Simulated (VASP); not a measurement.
The system is PdCl4.

```
Pd Cl
1.0
    -2.75891    3.30396    3.61072
     2.75891   -3.30396    3.61072
     2.75891    3.30396   -3.61072
Pd Cl
1 4
Direct
  0.00000 0.00000 0.00000
  0.42221 0.67786 0.74435
  0.06648 0.32214 0.74435
  0.93352 0.67786 0.25565
  0.57779 0.32214 0.25565
```

The cell was generated, and may not be a known phase.

* Program: VASP 6.6.1
* Task: relaxation of cell and atoms
* Functional: PBE
* Potentials or basis: VASP PAW PBE potentials, release 64 (Pd, Cl)
* Cutoff: 600 eV
* k mesh: 3 × 3 × 3
* Occupations: gaussian, width 0.15 eV
* Spin: no spin polarisation

At the start: pressure -3.2 GPa; volume 26.33 Å³/atom.

Task: Where does the relaxation end?

Result: Over 20 steps the energy falls by 622.8 meV/atom and the volume is 30.41 Å³/atom (+15.5 %); space group Immm (No. 71, to 0.1 Å) before and after.

The path:
| step | energy change (eV) | largest force (eV/Å) | pressure (GPa) | volume (Å³) |
| --- | --- | --- | --- | --- |
| 1 | 0.0000 | 0.7800 | -3.21 | 131.65 |
| 2 | -0.4634 | 1.1254 | -1.10 | 121.74 |
| 3 | 0.1655 | 2.2318 | 23.27 | 93.66 |
| 4 | -0.6558 | 1.3509 | 2.10 | 113.91 |
| 5 | -0.7101 | 1.6851 | 6.49 | 106.90 |
| 6 | -0.8733 | 1.8021 | 7.65 | 105.73 |
| 7 | -1.1170 | 1.7571 | 13.85 | 102.03 |
| 8 | -1.4839 | 1.5077 | 12.76 | 104.66 |
| 9 | -2.1354 | 1.2710 | 11.96 | 112.63 |
| 10 | -1.2214 | 5.0378 | 18.06 | 128.95 |
| 11 | -2.1938 | 1.7559 | 12.53 | 116.31 |
| 12 | -2.8267 | 0.5939 | 5.16 | 126.74 |
| 13 | -3.0147 | 0.2937 | 1.11 | 135.61 |
| 14 | -3.0267 | 0.4167 | 0.17 | 138.29 |
| 15 | -3.0270 | 0.4406 | 0.03 | 138.77 |
| 16 | -3.0456 | 0.3822 | 0.03 | 139.96 |
| 17 | -3.0867 | 0.2069 | 0.11 | 143.53 |
| 18 | -3.1097 | 0.1645 | 0.52 | 150.81 |
| 19 | -3.1109 | 0.1066 | 0.43 | 149.65 |
| 20 | -3.1140 | 0.0695 | -0.03 | 152.05 |

Final structure:
```cif
data_structure
_symmetry_space_group_name_H-M 'P 1'
_symmetry_Int_Tables_number 1
_cell_length_a 5.8665
_cell_length_b 5.8665
_cell_length_c 5.8665
_cell_angle_alpha 107.061
_cell_angle_beta 102.904
_cell_angle_gamma 118.900
_cell_volume 152.05
loop_
_atom_site_label
_atom_site_type_symbol
_atom_site_fract_x
_atom_site_fract_y
_atom_site_fract_z
_atom_site_occupancy
Pd1 Pd 0.00000 0.00000 0.00000 1
Cl1 Cl 0.51536 0.74950 0.76586 1
Cl2 Cl 0.01636 0.25050 0.76586 1
Cl3 Cl 0.98364 0.74950 0.23414 1
Cl4 Cl 0.48464 0.25050 0.23414 1
```

Caveat: the k points lie up to 0.45 Å⁻¹ apart in the final cell; the volume moved by over 15 % at a fixed basis, so the end points are rough; the relaxation stopped at a loose force limit of 0.08 eV/Å, so its end isn't a converged minimum.
